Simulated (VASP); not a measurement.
Input of a VASP 6.6.1 run:

INCAR

```
ALGO     = Fast           # electronic algorithm
EDIFF    = 1E-7           # SCF threshold, eV
ENCUT    = 520            # plane-wave cutoff, eV
GGA      = PS             # functional
ISIF     = 2              # what is computed and relaxed
ISMEAR   = 0              # smearing method
LASPH    = True           # aspherical terms in the spheres
LCHARG   = False          # write CHGCAR
LREAL    = False          # projectors in reciprocal space
LWAVE    = False          # write WAVECAR
NBANDS   = 26             # bands
NELM     = 80             # most SCF steps
PREC     = Accurate       # precision mode
SIGMA    = 0.1            # smearing width, eV
```

File KPOINTS:

```
k-points
0
Gamma
  12 12 12
```

POSCAR

```
FeCo3
1.0
    3.5357026200      0.0000000000      0.0000000000
    0.0000000000      3.5357026200      0.0000000000
    0.0000000000      0.0000000000      3.5357026200
Fe Co
1 3
Direct
    0.0000000000      0.0000000000      0.0000000000
    0.5000000000      0.5000000000      0.0000000000
    0.5000000000      0.0000000000      0.5000000000
    0.0000000000      0.5000000000      0.5000000000
```

Potentials or basis: VASP PAW PBE potentials, release 64 (Fe, Co).

The run is started by

```console
$ cat potpaw_PBE.64/Fe/POTCAR potpaw_PBE.64/Co/POTCAR > POTCAR
$ mpirun -np 1 vasp_std > vasp.out
```

Problem. What does it give for the pressure?

Solution. -26.0 GPa.

Problem. What does it give for the band gap on the k mesh?

Solution. Zero (an odd number of electrons rules out a gap without spin polarisation).

Caveat: the cell stands under tension; the PAW data sets were made with another functional, which shifts forces and pressure a little; the run has no spin polarisation, though such a crystal can be magnetic. Spin polarisation is off, so any magnetic state and its effect on volume and gap are missing.
